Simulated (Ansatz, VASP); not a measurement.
## SiC5N8: VASP beside Ansatz

File POSCAR:

```
SiC5N8
1.0
    6.5548245967      0.0000000000      0.0454784998
    0.0000000000      2.4926927845      0.0000000000
   -3.2382126869      0.0000000000      5.8045747989
Si C N
1 5 8
Direct
    0.6019989768      0.5000000000      0.8297630272
    0.8300842686      0.0000000000      0.2422008410
    0.7717004724      0.0000000000      0.5751092090
    0.2160777045      0.5000000000      0.4021323133
    0.1658257722      0.5000000000      0.7665413768
    0.4028979489      0.0000000000      0.1754223596
    0.3140185913      0.5000000000      0.6566837232
    0.6644247265      0.0000000000      0.3252135982
    0.6984415494      0.5000000000      0.6380182082
    0.7166726794      0.0000000000      1.0036527668
    0.0267889066      0.0000000000      0.7114006596
    0.9702943275      0.5000000000      0.3239276324
    0.2837609526      0.0000000000      0.3205519412
    0.3370131234      0.5000000000      0.0293823434
```

INCAR.step1

```
SYSTEM = SiC5N8
ALGO = Normal
EDIFF = 1E-4
ENCUT = 520
GGA = PE
ISMEAR = 0
LASPH = .TRUE.
LCHARG = .FALSE.
LREAL = .FALSE.
LWAVE = .TRUE.
NBANDS = 45
NELM = 60
PREC = Accurate
SIGMA = 0.01
```

INCAR.step2

```
SYSTEM = SiC5N8
ALGO = Normal
EDIFF = 1E-6
ENCUT = 520
ISIF = 2
ISMEAR = 0
ISTART = 1
LASPH = .TRUE.
LCHARG = .FALSE.
LMIXTAU = .TRUE.
LREAL = .FALSE.
LWAVE = .FALSE.
METAGGA = R2SCAN
NBANDS = 45
NELM = 60
PREC = Accurate
SIGMA = 0.01
```

KPOINTS

```
k-points
0
G
  4 10 4
  0 0 0
```

Input for Ansatz:

```yaml
crystal:
  lattice:
    - [6.5548245967, 0.0, 0.0454784998]
    - [0.0, 2.4926927845, 0.0]
    - [-3.2382126869, 0.0, 5.8045747989]
  atoms:
    - { symbol: Si, position: [0.6019989768, 0.5, 0.8297630272] }
    - { symbol: C, position: [0.8300842686, 0.0, 0.242200841] }
    - { symbol: C, position: [0.7717004724, 0.0, 0.575109209] }
    - { symbol: C, position: [0.2160777045, 0.5, 0.4021323133] }
    - { symbol: C, position: [0.1658257722, 0.5, 0.7665413768] }
    - { symbol: C, position: [0.4028979489, 0.0, 0.1754223596] }
    - { symbol: "N", position: [0.3140185913, 0.5, 0.6566837232] }
    - { symbol: "N", position: [0.6644247265, 0.0, 0.3252135982] }
    - { symbol: "N", position: [0.6984415494, 0.5, 0.6380182082] }
    - { symbol: "N", position: [0.7166726794, 0.0, 1.0036527668] }
    - { symbol: "N", position: [0.0267889066, 0.0, 0.7114006596] }
    - { symbol: "N", position: [0.9702943275, 0.5, 0.3239276324] }
    - { symbol: "N", position: [0.2837609526, 0.0, 0.3205519412] }
    - { symbol: "N", position: [0.3370131234, 0.5, 0.0293823434] }
kpoints:
  mp_grid: { grid: [4, 10, 4] }
  band_path:
    path:
      - [0.0, 0.0, 0.0]
      - [0.0, 0.5, 0.0]
      - [0.0, 0.5, 0.5]
      - [0.0, 0.0, 0.5]
      - [-0.5, 0.0, 0.5]
      - [-0.5, 0.5, 0.5]
      - [-0.5, 0.5, 0.0]
      - [-0.5, 0.0, 0.0]
      - [-0.010417, 0.0, 0.0]
      - [0.0, 0.453125, 0.0]
    npoints: 1
hamiltonian:
  xc: r2scan
scf:
  occupations: { method: fixed }
  n_extra_bands: 7
output:
  forces: true
  stress: true
  eigenvalues: true
```

Alike in both runs: task single point; functional r2SCAN; k mesh 4 × 10 × 4; no spin polarisation.

|  | VASP | Ansatz |
| --- | --- | --- |
| version | VASP 6.6.1 | Ansatz 0.2.0 |
| potentials or method | VASP PAW PBE potentials, release 64 (Si, C, N) | plane waves, PAW |
| plane-wave cutoff (eV) | 520 | 500 |
| occupations | gaussian, width 0.01 eV | fixed |
| valence electrons in the cell | 64 | 64 |

|  | VASP | Ansatz | Ansatz less VASP |
| --- | --- | --- | --- |
| gap on the k mesh at the Fermi level (eV) | 3.32 | 3.32 | +0.004 |
| pressure (GPa) | 0.9 | 0.0 | -0.93 |
| traceless stress, the component that is largest in VASP (GPa) | -0.06 | 0.00 | +0.061 |
| rms of the force components (eV/Å) | 0.028 | 0.002 | -0.0261 |

VASP's potentials were made for PBE, not for r2SCAN. Atom by atom the forces differ by 0.028 eV/Å (rms over components).
